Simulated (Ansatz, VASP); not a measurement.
## GeN: VASP beside Ansatz

Contents of INCAR:

```
PREC = Accurate ; ENCUT = 600
EDIFF = 1E-7 ; ISMEAR = 0
SIGMA = 0.1 ; LREAL = F
LASPH = T ; NELM = 80
ALGO = Fast ; ISIF = 3
LWAVE = F ; LCHARG = F
GGA = PE ; IBRION = 2
NSW = 100 ; EDIFFG = -0.01
```

File KPOINTS:

```
regular mesh
0
Gamma
  24 24 20
```

Contents of POSCAR:

```
GeN
1.0
    2.9818013882      0.0000000000      0.0000000000
   -1.4909006941      2.5823157512      0.0000000000
    0.0000000000      0.0000000000      2.9082957941
Ge N
1 1
Direct
    0.0000000000      0.0000000000      0.0000000000
    0.6666666667      0.3333333333      0.5000000000
```

Input for Ansatz:

```yaml
crystal:
  lattice:
    - [2.9818013882, 0.0, 0.0]
    - [-1.4909006941, 2.5823157512, 0.0]
    - [0.0, 0.0, 2.9082957941]
  atoms:
    - { symbol: Ge, position: [0.0, 0.0, 0.0] }
    - { symbol: "N", position: [0.6666666667, 0.3333333333, 0.5] }
basis:
  ecutwfc: 420
kpoints:
  mp_grid: { grid: [24, 24, 20] }
hamiltonian:
  xc: pbe
scf:
  occupations: { method: gaussian, width: 0.1 }
output:
  forces: true
  stress: true
  eigenvalues: true
relax:
  adjacent_minimum: "off"
  f_tol: 0.01
  max_steps: 80
  cell: { stress_tol: 0.05 }
```

Alike in both runs: task relaxation of cell and atoms; functional PBE; k mesh 24 × 24 × 20; occupations gaussian, width 0.1 eV; no spin polarisation.

|  | VASP | Ansatz |
| --- | --- | --- |
| version | VASP 6.6.1 | Ansatz 0.2.0 |
| potentials or method | VASP PAW PBE potentials, release 64 (Ge_d, N), cutoff 600 eV | scalar-relativistic, plane waves, PAW |
| valence electrons in the cell | 19 | 19 |

Ansatz gave:

| Property | Result |
| --- | --- |
| gap on the k mesh at the Fermi level, each at its own relaxed structure (eV) | none |
| relaxed volume (Å³/atom) | 11.27 |
| relaxed length of the cell vector where the two differ most in proportion (Å) | 2.858 |

Estimate VASP's values.

gap on the k mesh at the Fermi level, each at its own relaxed structure (eV): none; relaxed volume (Å³/atom): 11.27; relaxed length of the cell vector where the two differ most in proportion (Å): 2.859.

A gap of «none» marks a metal or a gap that the smearing closes.
